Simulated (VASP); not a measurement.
# Ru in VASP: single point with PBE

Aim: the single point of Ru with PBE.

Program: VASP 6.6.1. These are calculated values, not measurements. Logs are shortened: lines on timing, memory, paths and dates and some standing lists are left out, and cuts for length are marked.

### 1 The cell of the first run

The cell holds a molecule in a box, 1 atom: a = 15.000 Å, b = 15.500 Å, c = 16.000 Å, α = 90.00°, β = 90.00°, γ = 90.00°.

### 2 Single point, PBE, collinear spin, ferromagnetic start

Input file INCAR:

```
SYSTEM = Ru
PREC = Accurate
ENCUT = 520
EDIFF = 1E-6
ISMEAR = 0
SIGMA = 0.005
LREAL = .False.
LASPH = .True.
NELM = 150
ALGO = Normal
ISIF = 2
LWAVE = .False.
LCHARG = .False.
ISPIN = 2
MAGMOM = 4
LORBIT = 11
LMAXMIX = 4
GGA = PE
ISYM = 0
NBANDS = 17
```

Input file KPOINTS:

```
Automatic mesh
0
Gamma
  1 1 1
  0 0 0
```

Input file POSCAR:

```
Ru
1.0
   15.0000000000      0.0000000000      0.0000000000
    0.0000000000     15.5000000000      0.0000000000
    0.0000000000      0.0000000000     16.0000000000
Ru
1
Direct
    0.5000000000      0.5000000000      0.5000000000
```

Potentials or basis: VASP PAW PBE potentials, release 64 (Ru_pv).

On the command line:

```console
cat potpaw_PBE.64/Ru_pv/POTCAR > POTCAR
mpirun -np 1 vasp_gam > vasp.out
```

OUTCAR:

```text
SYSTEM = Ru
   PREC = Accurate
   ENCUT = 520
   EDIFF = 1E-6
   ISMEAR = 0
   LREAL = .False.
   LASPH = .True.
   NELM = 150
   ISIF = 2
   ISPIN = 2
   LORBIT = 11
   GGA = PE
   ISYM = 0

 ion  position               nearest neighbor table
   1  0.500  0.500  0.500-

IMPORTANT INFORMATION: All symmetrisations will be switched off!
NOSYMM: (Re-)initialisation of all symmetry stuff for point group C_1.

----------------------------------------------------------------------------------------

                                     Primitive cell

  volume of cell :    3720.0000

  direct lattice vectors                    reciprocal lattice vectors
    15.000000000  0.000000000  0.000000000     0.066666667  0.000000000  0.000000000
     0.000000000 15.500000000  0.000000000     0.000000000  0.064516129  0.000000000
     0.000000000  0.000000000 16.000000000     0.000000000  0.000000000  0.062500000

  length of vectors
    15.000000000 15.500000000 16.000000000     0.066666667  0.064516129  0.062500000

  position of ions in fractional coordinates (direct lattice)
     0.500000000  0.500000000  0.500000000

  ion indices of the primitive-cell ions
   primitive index   ion index
                 1           1

----------------------------------------------------------------------------------------

 KPOINTS: Automatic mesh

Automatic generation of k-mesh.
 Grid dimensions read from file:
 generate k-points for:    1    1    1

 Generating k-lattice:

  Cartesian coordinates                     Fractional coordinates (reciprocal lattice)
     0.066666667  0.000000000  0.000000000     1.000000000  0.000000000  0.000000000
     0.000000000  0.064516129  0.000000000     0.000000000  1.000000000  0.000000000
     0.000000000  0.000000000  0.062500000     0.000000000  0.000000000  1.000000000

  Length of vectors
     0.066666667  0.064516129  0.062500000

  Shift w.r.t. Gamma in fractional coordinates (k-lattice)
     0.000000000  0.000000000  0.000000000

 Subroutine IBZKPT returns following result:
 ===========================================

 Found      1 irreducible k-points:

 Following reciprocal coordinates:
            Coordinates               Weight
  0.000000  0.000000  0.000000      1.000000
   k-points           NKPTS =      1   k-points in BZ     NKDIM =      1   number of bands    NBANDS=     17
   number of dos      NEDOS =    301   number of ions     NIONS =      1
   total plane-waves  NPLWV = ******
   dimension x,y,z NGX =   112 NGY =  120 NGZ =  120
   dimension x,y,z NGXF=   224 NGYF=  240 NGZF=  240
   ions per type =               1
   NGX,Y,Z   is equivalent  to a cutoff of  12.41, 12.87, 12.47 a.u.
   NGXF,Y,Z  is equivalent  to a cutoff of  24.83, 25.74, 24.94 a.u.
 SYSTEM =  Ru
   PREC   = accura    normal or accurate (medium, high low for compatibility)
   ISTART =      0    job   : 0-new  1-cont  2-samecut
   ICHARG =      2    charge: 1-file 2-atom 10-const
   ISPIN  =      2    spin polarized calculation?
   LNONCOLLINEAR =      F non collinear calculations
   LSORBIT =      F    spin-orbit coupling
   LASPH  =      T    aspherical Exc in radial PAW
   ENCUT  =  520.0 eV  38.22 Ry    6.18 a.u.  27.89 28.82 29.75*2*pi/ulx,y,z
   NELM   =    150;   NELMIN=  2; NELMDL= -5     # of ELM steps
   EDIFF  = 0.1E-05   stopping-criterion for ELM
   LREAL  =      F    real-space projection
   EDIFFG = 0.1E-04   stopping-criterion for IOM
   NSW    =      0    number of steps for IOM
   IBRION =     -1    ionic relax: 0-MD 1-quasi-New 2-CG
   NFREE  =      0    steps in history (QN), initial steepest desc. (CG)
   ISIF   =      2    stress and relaxation
   ISYM   =      0    0-nonsym 1-usesym 2-fastsym
   POTIM  = 0.5000    time-step for ionic-motion
   TEBEG  =    0.0;   TEEND  =   0.0 temperature during run
   PSTRESS=    0.0 pullay stress
   NELECT =      14.0000    total number of electrons
   NUPDOWN=      -1.0000    fix difference up-down
   EMIN   =  10.00;   EMAX   =-10.00  energy-range for DOS
   EFERMI =   0.00;   METHOD = LEGACY
   ISMEAR =     0;   SIGMA  =   0.01  broadening in eV -4-tet -1-fermi 0-gaus
   EFERMI_NEDOS =   21; number of points for ismear=-14 and -15
   IALGO  =     38    algorithm
   IMIX   =      4    mixing-type and parameters
     AMIX     =   0.40;   BMIX     =  1.00
     AMIX_MAG =   1.60;   BMIX_MAG =  1.00
  volume/ion in A,a.u.               =    3720.00     25103.80
  Fermi-wavevector in a.u.,A,eV,Ry     =   0.254646  0.481211  0.882263  0.064844
  Thomas-Fermi vector in A             =   1.076024
   LORBIT       =     11    0 simple, 1 ext, 2 COOP (PROOUT), +10 PAW based schemes
   GGA     = PE    functional components
   LHFCALC =     F    Hartree Fock is set to
   AEXX    =    0.0000 exact exchange contribution
   IVDW    =     0    specifies the selected vdW correction
   LEPSILON=     F    determine dielectric tensor
   LRPA    =     F    only Hartree local field effects (RPA)
 spin polarized calculation
 Gauss-broadening in eV      SIGMA  =   0.01
  energy-cutoff  :      520.00
  volume of cell :     3720.00
 maximum number of plane-waves:     50071
 NGX is ok and might be reduce to   112
   NGX = 55   NGY = 57   NGZ = 59

 number of electron      14.0000000 magnetization       4.0000001

 Free energy of the ion-electron system (eV)
  ---------------------------------------------------
  ext. energy  EPLUGINS =         0.00000000
  ---------------------------------------------------
  free energy    TOTEN  =        -2.47540213 eV

  energy without entropy =       -2.47540213  energy(sigma->0) =       -2.47540213

 E-fermi :  -4.0875     XC(G=0):  -0.2996

 val. band max:       -4.1518684714   @ k =   0.0000   0.0000   0.0000
 cond. band min:      -3.3382223519   @ k =   0.0000   0.0000   0.0000
 fundamental gap:      0.8136461194
 Fermi energy:        -4.0874753933

 spin component 1

 k-point     1 :       0.0000    0.0000    0.0000
  band No.  band energies     occupation
      1     -47.0168      1.00000
      2     -47.0166      1.00000
      3     -47.0164      1.00000
      4      -6.1857      1.00000
      5      -6.1856      1.00000
      6      -6.1855      1.00000
[... 9 lines left out ...]
     16       0.5488      0.00000
     17       0.5985      0.00000
 Fermi energy:        -4.0874753933

 spin component 2

 k-point     1 :       0.0000    0.0000    0.0000
  band No.  band energies     occupation
      1     -44.9153      1.00000
      2     -44.9151      1.00000
      3     -44.9148      1.00000
      4      -4.1523      1.00000
      5      -4.1519      1.00000
      6      -3.3382      0.00000
[... 9 lines left out ...]
     16       0.7579      0.00000
     17       0.7976      0.00000

------------------------ aborting loop because EDIFF is reached ----------------------------------------

  FORCE on cell =-STRESS in cart. coord.  units (eV):
  Direction    XX          YY          ZZ          XY          YZ          ZX
  --------------------------------------------------------------------------------------
  -------------------------------------------------------------------------------------
  Total       -0.0098035     -0.0117358     -0.0105204     -0.0002170      0.0004881      0.0001010
  in kB       -0.0042223     -0.0050545     -0.0045311     -0.0000935      0.0002102      0.0000435
  external PRESSURE =      -0.0046026 kB  Pullay stress =       0.0000000 kB

 VOLUME and BASIS-vectors are now :
 -----------------------------------------------------------------------------
  energy-cutoff  :      520.00
  volume of cell :     3720.00
      direct lattice vectors                 reciprocal lattice vectors
    15.000000000  0.000000000  0.000000000     0.066666667  0.000000000  0.000000000
     0.000000000 15.500000000  0.000000000     0.000000000  0.064516129  0.000000000
     0.000000000  0.000000000 16.000000000     0.000000000  0.000000000  0.062500000

 POSITION                                       TOTAL-FORCE (eV/Angst)
 -----------------------------------------------------------------------------------
      7.50000      7.75000      8.00000         0.000000      0.000000     -0.000000
 -----------------------------------------------------------------------------------
    total drift:                                0.000000      0.000000     -0.000000

  FREE ENERGIE OF THE ION-ELECTRON SYSTEM (eV)
  ---------------------------------------------------
  free  energy   TOTEN  =        -2.4754021278 eV

  energy  without entropy=       -2.4754021278  energy(sigma->0) =       -2.47540213

 total charge

# of ion       s       p       d       tot
------------------------------------------
    1        0.278   5.962   5.996  12.235

 magnetization (x)

# of ion       s       p       d       tot
------------------------------------------
    1        0.278   0.005   2.611   2.894
```

OSZICAR:

```text
N       E                     dE             d eps       ncg     rms          rms(c)
DAV:   1     0.323459954485E+03    0.32346E+03   -0.18837E+03    68   0.387E+02
DAV:   2     0.598974178099E+02   -0.26356E+03   -0.25764E+03   127   0.497E+01
[... 32 lines left out ...]
DAV:  35    -0.247535658842E+01   -0.73979E-05   -0.21633E-04    68   0.379E-02    0.203E-03
DAV:  36    -0.247538528797E+01   -0.28700E-04   -0.35862E-05    68   0.160E-02    0.156E-03
DAV:  37    -0.247538396380E+01    0.13242E-05   -0.68455E-05    84   0.214E-02    0.154E-03
DAV:  38    -0.247540140179E+01   -0.17438E-04   -0.51562E-07    68   0.467E-03    0.140E-03
DAV:  39    -0.247540305279E+01   -0.16510E-05   -0.49945E-08    54   0.134E-03    0.142E-03
DAV:  40    -0.247540212777E+01    0.92501E-06   -0.63109E-06    52   0.684E-03
   1 F= -.24754021E+01 E0= -.24754021E+01  d E =-.148643E-74  mag=     4.0000
```

stdout:

```text
POSCAR found type information on POSCAR Ru
 POSCAR found :  1 types and       1 ions
 scaLAPACK will be used
 LDA part: xc-table for (Slater+PW92), standard interpolation
 POSCAR, INCAR and KPOINTS ok, starting setup
 FFT: planning ... GRIDC
 FFT: planning ... GRID_SOFT
 FFT: planning ... GRID
 WAVECAR not read
 entering main loop
```

Wall time 14 min (1 thread of AMD EPYC 7R43 (Zen 3), shared host); peak memory 3.4 GiB.

What came out:

```yaml
Free_energy: -2.4754 eV
Gap_between_the_frontier_levels: 0.81 eV
Net_moment: 4.00 μB per cell
Site_moments: Ru +2.89 μB
Valence_electrons_inside_the_program's_atomic_spheres: Ru 12.23
```
